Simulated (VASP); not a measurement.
Ti2SnS: relaxation of cell and atoms with PBE

Crystal: Ti2SnS.

```
CELL_PARAMETERS angstrom
3.15146 0.00000 0.00000
-1.57573 2.72924 0.00000
0.00000 0.00000 10.19285
ATOMIC_POSITIONS crystal
Ti 0.00000 0.00000 0.21752
Ti 0.00000 0.00000 0.78248
Sn 0.00000 0.00000 0.50000
S 0.00000 0.00000 0.00000
```

The cell was generated, and may not be a known phase.

* Program: VASP 6.6.1
* Task: relaxation of cell and atoms
* Functional: PBE
* Potentials or basis: VASP PAW PBE potentials, release 64 (Ti_sv, Sn_d, S)
* Cutoff: 500 eV
* k mesh: 18 × 18 × 6
* Occupations: gaussian, width 0.1 eV
* Spin: no spin polarisation
* Dipole correction: no
* Further INCAR settings: ALGO = Normal; EDIFF = 1e-07; IBRION = 2; EDIFFG = -0.01; NSW = 100; ISIF = 3

* Relaxed volume: 22.15 Å³/atom
* Relaxed cell: a = 3.181 Å, b = 3.181 Å, c = 10.113 Å, α = 90.00°, β = 90.00°, γ = 120.00°
* Space group after relaxing (to 0.1 Å): P6/mmm (No. 191)
* Energy gained by relaxing: 1.8 meV/atom
* Ionic steps: 8
* Pressure after relaxing: 0.0 GPa
* Largest force after relaxing: 0.004 eV/Å
* Band gap on the k mesh: zero (bands 22 and 23 overlap by 1.12 eV)

Forces on the atoms (eV/Å):
```
Ti   0.000  0.000  0.004
Ti   0.000  0.000 -0.004
Sn   0.000  0.000  0.000
S    0.000  0.000  0.000
```

The path:
```csv
step,energy change (eV),largest force (eV/Å),pressure (GPa),volume (Å³)
1,0.0000,0.0252,0.07,87.67
2,-0.0045,0.1306,0.70,87.78
3,-0.0046,0.1169,0.63,87.77
4,-0.0070,0.0123,-0.10,88.90
5,-0.0070,0.0244,-0.02,88.76
6,-0.0071,0.0067,-0.04,88.71
7,-0.0071,0.0048,-0.04,88.71
8,-0.0071,0.0040,0.04,88.61
```

Final structure:
```cif
data_structure
_symmetry_space_group_name_H-M 'P 1'
_symmetry_Int_Tables_number 1
_cell_length_a 3.1807
_cell_length_b 3.1807
_cell_length_c 10.1133
_cell_angle_alpha 90.000
_cell_angle_beta 90.000
_cell_angle_gamma 120.000
_cell_volume 88.61
loop_
_atom_site_label
_atom_site_type_symbol
_atom_site_fract_x
_atom_site_fract_y
_atom_site_fract_z
_atom_site_occupancy
Ti1 Ti 0.00000 0.00000 0.21835 1
Ti2 Ti 0.00000 0.00000 0.78165 1
Sn1 Sn 0.00000 0.00000 0.50000 1
S1 S 0.00000 0.00000 0.00000 1
```

Levels at points of the mesh, in eV from the Fermi level:
```
           k point  band 20  band 21  band 22  band 23  band 24  band 25
(0.00, 0.00, 0.00)     0.00     0.00     0.78     0.78     0.81     0.81
(0.50, 0.00, 0.00)    -1.08    -1.03    -0.64     0.16     0.88     1.08
(0.00, 0.00, 0.50)     0.01     0.01     0.78     0.78     0.81     0.81
(0.50, 0.00, 0.50)    -1.02    -1.01    -0.46    -0.17    -0.13     1.17
```

Run time: 40 min on 1 thread of Oxide Virtual Turin-like Processor, on a shared host, peak memory 0.42 GiB.

Caveat: spin-orbit coupling is left out, which moves the levels of the heavy elements.
